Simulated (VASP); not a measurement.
# Pt (Pm-3m) in VASP: further runs

Pt is run at these levels: PBEsol; tasks: single point, relaxation of cell and atoms.

Program: VASP 6.6.1. These are calculated values, not measurements. Logs are shortened: lines on timing, memory, paths and dates and some standing lists are left out, and cuts for length are marked.

**1. The cell of the first run**

It takes space group Pm-3m (No. 221, cubic). Conventional cell: a = 2.588 Å, b = 2.588 Å, c = 2.588 Å, α = 90.00°, β = 90.00°, γ = 90.00°. Within 3.4 Å of Pt (site symmetry m-3m) lie 6 Pt at 2.59 Å.

This isn't the form of Pt at room conditions, which is fcc.

**2. Single point, PBEsol**

INCAR reads:

```
SYSTEM = Pt
ALGO = Normal
EDIFF = 1E-7
ENCUT = 520
GGA = PS
ISIF = 2
ISMEAR = -1
LASPH = .TRUE.
LCHARG = .FALSE.
LREAL = .FALSE.
LWAVE = .FALSE.
NBANDS = 11
NELM = 80
PREC = Accurate
SIGMA = 0.1
```

KPOINTS reads:

```
k-points
0
G
  17 17 17
  0 0 0
```

POSCAR reads:

```
Pt
1.0
    2.5879566853      0.0000000000      0.0000000000
    0.0000000000      2.5879566853      0.0000000000
    0.0000000000      0.0000000000      2.5879566853
Pt
1
Direct
    0.0000000000      0.0000000000      0.0000000000
```

Potentials or basis: VASP PAW PBE potentials, release 64 (Pt).

Launch:

```
> cat potpaw_PBE.64/Pt/POTCAR > POTCAR
> mpirun -np 1 vasp_std > vasp.out
```

OUTCAR:

```text
SYSTEM = Pt
   EDIFF = 1E-7
   ENCUT = 520
   GGA = PS
   ISIF = 2
   ISMEAR = -1
   LASPH = .TRUE.
   LREAL = .FALSE.
   NELM = 80
   PREC = Accurate

 ion  position               nearest neighbor table
   1  0.000  0.000  0.000-

  LATTYP: Found a simple cubic cell.
 ALAT       =     2.5879566853

  Lattice vectors:

 A1 = (   2.5879566853,   0.0000000000,   0.0000000000)
 A2 = (   0.0000000000,   2.5879566853,   0.0000000000)
 A3 = (   0.0000000000,   0.0000000000,   2.5879566853)

Analysis of symmetry for initial positions (statically):
=====================================================================
 Subroutine PRICEL returns:
 Original cell was already a primitive cell.

 Routine SETGRP: Setting up the symmetry group for a
 simple cubic supercell.

 Subroutine GETGRP returns: Found 48 space group operations
 (whereof 48 operations were pure point group operations)
 out of a pool of 48 trial point group operations.

The static configuration has the point symmetry O_h .

Analysis of symmetry for dynamics (positions and initial velocities):
=====================================================================
 Subroutine PRICEL returns:
 Original cell was already a primitive cell.

 Routine SETGRP: Setting up the symmetry group for a
 simple cubic supercell.

 Subroutine GETGRP returns: Found 48 space group operations
 (whereof 48 operations were pure point group operations)
 out of a pool of 48 trial point group operations.

The dynamic configuration has the point symmetry O_h .

 Subroutine INISYM returns: Found 48 space group operations
 (whereof 48 operations are pure point group operations),
 and found     1 'primitive' translations

----------------------------------------------------------------------------------------

                                     Primitive cell

  volume of cell :      17.3329

  direct lattice vectors                    reciprocal lattice vectors
     2.587956685  0.000000000  0.000000000     0.386405231  0.000000000  0.000000000
     0.000000000  2.587956685  0.000000000     0.000000000  0.386405231  0.000000000
     0.000000000  0.000000000  2.587956685     0.000000000  0.000000000  0.386405231

  length of vectors
     2.587956685  2.587956685  2.587956685     0.386405231  0.386405231  0.386405231

  position of ions in fractional coordinates (direct lattice)
     0.000000000  0.000000000  0.000000000

  ion indices of the primitive-cell ions
   primitive index   ion index
                 1           1

----------------------------------------------------------------------------------------

 KPOINTS: k-points

Automatic generation of k-mesh.
 Grid dimensions read from file:
 generate k-points for:   17   17   17

 Generating k-lattice:

  Cartesian coordinates                     Fractional coordinates (reciprocal lattice)
     0.022729719  0.000000000  0.000000000     0.058823529  0.000000000  0.000000000
     0.000000000  0.022729719  0.000000000     0.000000000  0.058823529  0.000000000
     0.000000000  0.000000000  0.022729719     0.000000000  0.000000000  0.058823529

  Length of vectors
     0.022729719  0.022729719  0.022729719

  Shift w.r.t. Gamma in fractional coordinates (k-lattice)
     0.000000000  0.000000000  0.000000000

 Subroutine IBZKPT returns following result:
 ===========================================

 Found    165 irreducible k-points:

 Following reciprocal coordinates:
            Coordinates               Weight
  0.000000  0.000000  0.000000      1.000000
  0.058824  0.000000  0.000000      6.000000
  0.117647  0.000000  0.000000      6.000000
  0.176471  0.000000  0.000000      6.000000
  0.235294  0.000000  0.000000      6.000000
  0.294118  0.000000  0.000000      6.000000
[... 16 lines left out ...]
  0.411765  0.117647  0.000000     24.000000
  0.470588  0.117647  0.000000     24.000000
 [... further k-points ...]
   k-points           NKPTS =    165   k-points in BZ     NKDIM =    165   number of bands    NBANDS=     11
   number of dos      NEDOS =    301   number of ions     NIONS =      1
   total plane-waves  NPLWV =   8000
   dimension x,y,z NGX =    20 NGY =   20 NGZ =   20
   dimension x,y,z NGXF=    40 NGYF=   40 NGZF=   40
   ions per type =               1
   NGX,Y,Z   is equivalent  to a cutoff of  12.85, 12.85, 12.85 a.u.
   NGXF,Y,Z  is equivalent  to a cutoff of  25.70, 25.70, 25.70 a.u.
 SYSTEM =  Pt
   PREC   = accura    normal or accurate (medium, high low for compatibility)
   ISTART =      0    job   : 0-new  1-cont  2-samecut
   ICHARG =      2    charge: 1-file 2-atom 10-const
   ISPIN  =      1    spin polarized calculation?
   LNONCOLLINEAR =      F non collinear calculations
   LSORBIT =      F    spin-orbit coupling
   LASPH  =      T    aspherical Exc in radial PAW
   ENCUT  =  520.0 eV  38.22 Ry    6.18 a.u.   4.81  4.81  4.81*2*pi/ulx,y,z
   NELM   =     80;   NELMIN=  2; NELMDL= -5     # of ELM steps
   EDIFF  = 0.1E-06   stopping-criterion for ELM
   LREAL  =      F    real-space projection
   EDIFFG = 0.1E-05   stopping-criterion for IOM
   NSW    =      0    number of steps for IOM
   IBRION =     -1    ionic relax: 0-MD 1-quasi-New 2-CG
   NFREE  =      0    steps in history (QN), initial steepest desc. (CG)
   ISIF   =      2    stress and relaxation
   ISYM   =      2    0-nonsym 1-usesym 2-fastsym
   POTIM  = 0.5000    time-step for ionic-motion
   TEBEG  =    0.0;   TEEND  =   0.0 temperature during run
   PSTRESS=    0.0 pullay stress
   NELECT =      10.0000    total number of electrons
   NUPDOWN=      -1.0000    fix difference up-down
   EMIN   =  10.00;   EMAX   =-10.00  energy-range for DOS
   EFERMI =   0.00;   METHOD = LEGACY
   ISMEAR =    -1;   SIGMA  =   0.10  broadening in eV -4-tet -1-fermi 0-gaus
   EFERMI_NEDOS =   21; number of points for ismear=-14 and -15
   IALGO  =     38    algorithm
   IMIX   =      4    mixing-type and parameters
     AMIX     =   0.40;   BMIX     =  1.00
     AMIX_MAG =   1.60;   BMIX_MAG =  1.00
  volume/ion in A,a.u.               =      17.33       116.97
  Fermi-wavevector in a.u.,A,eV,Ry     =   1.362860  2.575431 25.271280  1.857387
  Thomas-Fermi vector in A             =   2.489313
   LORBIT       =      0    0 simple, 1 ext, 2 COOP (PROOUT), +10 PAW based schemes
   GGA     = PS    functional components
   LHFCALC =     F    Hartree Fock is set to
   AEXX    =    0.0000 exact exchange contribution
   IVDW    =     0    specifies the selected vdW correction
   LEPSILON=     F    determine dielectric tensor
   LRPA    =     F    only Hartree local field effects (RPA)
 non-spin polarized calculation
  energy-cutoff  :      520.00
  volume of cell :       17.33
 maximum number of plane-waves:       480
 NGX is ok and might be reduce to    20
   NGX =  9   NGY =  9   NGZ =  9

 number of electron      10.0000000 magnetization

 number of electron       9.9999999 magnetization

 Free energy of the ion-electron system (eV)
  ---------------------------------------------------
  ext. energy  EPLUGINS =         0.00000000
  ---------------------------------------------------
  free energy    TOTEN  =        -6.44211585 eV

  energy without entropy =       -6.39721140  energy(sigma->0) =       -6.41966363

 E-fermi :   8.6667     XC(G=0): -12.6765

 val. band max:        8.6583011523   @ k =   0.1176   0.0588   0.0000
 cond. band min:       8.6671631916   @ k =   0.4706   0.3529   0.1765
 fundamental gap:      0.0088620393
 Fermi energy:         8.6666646824

 k-point     1 :       0.0000    0.0000    0.0000
  band No.  band energies     occupation
      1      -0.1557      2.00000
      2       2.6773      2.00000
      3       2.6773      2.00000
      4       9.0147      0.05975
      5       9.0147      0.05975
      6       9.0147      0.05975
      7      24.0357      0.00000
      8      24.0357      0.00000
      9      24.0357      0.00000
     10      29.8901      0.00000
     11      32.6889      0.00000

 k-point     2 :       0.0588    0.0000    0.0000
  band No.  band energies     occupation
      1      -0.0535      2.00000
      2       2.6966      2.00000
      3       2.7693      2.00000
      4       8.9184      0.14928
      5       8.9184      0.14927
      6       9.0221      0.05559
      7      23.3100      0.00000
      8      24.2198      0.00000
      9      24.2198      0.00000
     10      30.3766      0.00000
     11      31.9850      0.00000

 k-point     3 :       0.1176    0.0000    0.0000
  band No.  band energies     occupation
      1       0.2352      2.00000
      2       2.7524      2.00000
      3       3.0520      2.00000
      4       8.6525      1.07062
      5       8.6525      1.07061
      6       9.0435      0.04515
      7      21.7560      0.00000
      8      24.7438      0.00000
      9      24.7438      0.00000
     10      30.6394      0.00000
     11      30.9674      0.00000

 k-point     4 :       0.1765    0.0000    0.0000
  band No.  band energies     occupation
      1       0.6596      2.00000
      2       2.8384      2.00000
      3       3.5425      2.00000
      4       8.2743      1.96121
      5       8.2743      1.96121
      6       9.0760      0.03281
      7      20.0089      0.00000
      8      25.5346      0.00000
      9      25.5346      0.00000
     10      29.2481      0.00000
     11      31.1470      0.00000

 k-point     5 :       0.2353    0.0000    0.0000
  band No.  band energies     occupation
      1       1.1473      2.00000
      2       2.9444      2.00000
      3       4.2536      2.00000
      4       7.8520      1.99942
      5       7.8520      1.99942
      6       9.1155      0.02223
      7      18.2970      0.00000
      8      26.4994      0.00000
      9      26.4994      0.00000
     10      27.9806      0.00000
     11      31.0151      0.00000
[... 211 lines left out ...]
 k-point    21 :       0.2941    0.1176    0.0000
  band No.  band energies     occupation
      1       2.0062      2.00000
      2       3.3803      2.00000
      3       5.1226      2.00000
      4       7.2121      2.00000
      5       7.4911      1.99998
      6       8.8252      0.34006
      7      17.2279      0.00000
      8      24.5639      0.00000
      9      27.5609      0.00000
     10      28.3304      0.00000
     11      32.4406      0.00000

 k-point    22 :       0.3529    0.1176    0.0000
  band No.  band energies     occupation
      1       2.4101      2.00000
      2       3.5077      2.00000
      3       5.5936      2.00000
      4       7.1538      2.00000
      5       7.4742      1.99999
      6       8.8676      0.23643
      7      15.7185      0.00000
      8      25.2018      0.00000
      9      26.9623      0.00000
     10      29.3998      0.00000
     11      31.0134      0.00000

 k-point    23 :       0.4118    0.1176    0.0000
  band No.  band energies     occupation
      1       2.7125      2.00000
      2       3.6197      2.00000
      3       5.5893      2.00000
      4       6.9119      2.00000
      5       8.3222      1.93812
      6       8.8999      0.17697
      7      14.4020      0.00000
      8      25.4657      0.00000
      9      26.9394      0.00000
     10      29.5576      0.00000
     11      30.3478      0.00000

 k-point    24 :       0.4706    0.1176    0.0000
  band No.  band energies     occupation
      1       2.8752      2.00000
      2       3.6919      2.00000
      3       5.4940      2.00000
      4       6.7860      2.00000
      5       8.9173      0.15080
      6       9.0997      0.02598
      7      13.4962      0.00000
      8      25.4174      0.00000
      9      27.4956      0.00000
     10      28.3724      0.00000
     11      30.9662      0.00000

 [... further k-points ...]

------------------------ aborting loop because EDIFF is reached ----------------------------------------

  FORCE on cell =-STRESS in cart. coord.  units (eV):
  Direction    XX          YY          ZZ          XY          YZ          ZX
  --------------------------------------------------------------------------------------
  -------------------------------------------------------------------------------------
  Total       -0.0421729     -0.0421729     -0.0421729     -0.0000000      0.0000000      0.0000000
  in kB       -3.8982816     -3.8982816     -3.8982816     -0.0000000      0.0000000      0.0000000
  external PRESSURE =      -3.8982816 kB  Pullay stress =       0.0000000 kB

 VOLUME and BASIS-vectors are now :
 -----------------------------------------------------------------------------
  energy-cutoff  :      520.00
  volume of cell :       17.33
      direct lattice vectors                 reciprocal lattice vectors
     2.587956685  0.000000000  0.000000000     0.386405231  0.000000000  0.000000000
     0.000000000  2.587956685  0.000000000     0.000000000  0.386405231  0.000000000
     0.000000000  0.000000000  2.587956685     0.000000000  0.000000000  0.386405231

 POSITION                                       TOTAL-FORCE (eV/Angst)
 -----------------------------------------------------------------------------------
      0.00000      0.00000      0.00000         0.000000      0.000000      0.000000
 -----------------------------------------------------------------------------------
    total drift:                               -0.000000      0.000000     -0.000000

  FREE ENERGIE OF THE ION-ELECTRON SYSTEM (eV)
  ---------------------------------------------------
  free  energy   TOTEN  =        -6.4421158511 eV

  energy  without entropy=       -6.3972113993  energy(sigma->0) =       -6.41966363
```

Run time: 12 s. Hardware: 1 thread of AMD EPYC 9R45 (Zen 5), shared host; peak memory 0.12 GiB.

What came out:

| Quantity | Value |
| --- | --- |
| Free energy | -6.4421 eV |
| Pressure | -0.4 GPa |
| Band gap on the k mesh | zero (bands 5 and 6 overlap by 3.15 eV) |

Caveat: the PAW data sets were made with another functional, which shifts forces and pressure a little; spin-orbit coupling is left out, which moves the levels of the heavy elements.

[end of part 1 of 2]
